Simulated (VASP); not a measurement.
Input of a VASP 6.6.1 run:

The input INCAR:

```
SYSTEM = PtSe2
ALGO = Normal
DIPOL = 0.5 0.5 0.328
EDIFF = 1E-6
ENCUT = 520
GGA = PE
IDIPOL = 3
ISIF = 2
ISMEAR = 0
IVDW = 12
LASPH = .True.
LCHARG = .True.
LDIPOL = .True.
LELF = .True.
LREAL = .False.
LVACPOTAV = .True.
LVHAR = .True.
LWAVE = .False.
NBANDS = 31
NELM = 60
PREC = Accurate
SIGMA = 0.02
```

The input KPOINTS:

```
k-points
0
Gamma
  12 12 1
  0 0 0
```

The input POSCAR:

```
PtSe2
1.0
    3.7270000000      0.0000000000      0.0000000000
   -1.8635000000      3.2276766799      0.0000000000
    0.0000000000      0.0000000000     39.0999999982
Se Pt
4 2
Direct
    0.6666666667      0.3333333333      0.2306526641
    0.3333333333      0.6666666667      0.2976258765
    0.6666666667      0.3333333333      0.3583843538
    0.3333333333      0.6666666667      0.4253575661
    0.0000000000      0.0000000000      0.2645543105
    0.0000000000      0.0000000000      0.3914559198
```

Potentials or basis: VASP PAW PBE potentials, release 64 (Se, Pt).

Run with:

```bash
$ cat potpaw_PBE.64/Se/POTCAR potpaw_PBE.64/Pt/POTCAR > POTCAR
$ mpirun -np 1 vasp_std > vasp.out
```

**Question.** Estimate the ionisation potential of the upper face.

**Answer.** 4.82 eV.

**Question.** Predict the dispersion energy per atom.

**Answer.** -0.385 eV.

**Question.** Predict the band gap on the k mesh.

**Answer.** 0.25 eV (least direct gap 0.93 eV).

Forces on the atoms (eV/Å):
```
Se   0.000  0.000  0.000
Se   0.000  0.000  0.003
Se   0.000  0.000 -0.003
Se   0.000  0.000  0.000
Pt   0.000  0.000  0.000
Pt   0.000  0.000  0.000
```

Caveat: spin-orbit coupling is left out, which moves the levels of the heavy elements.
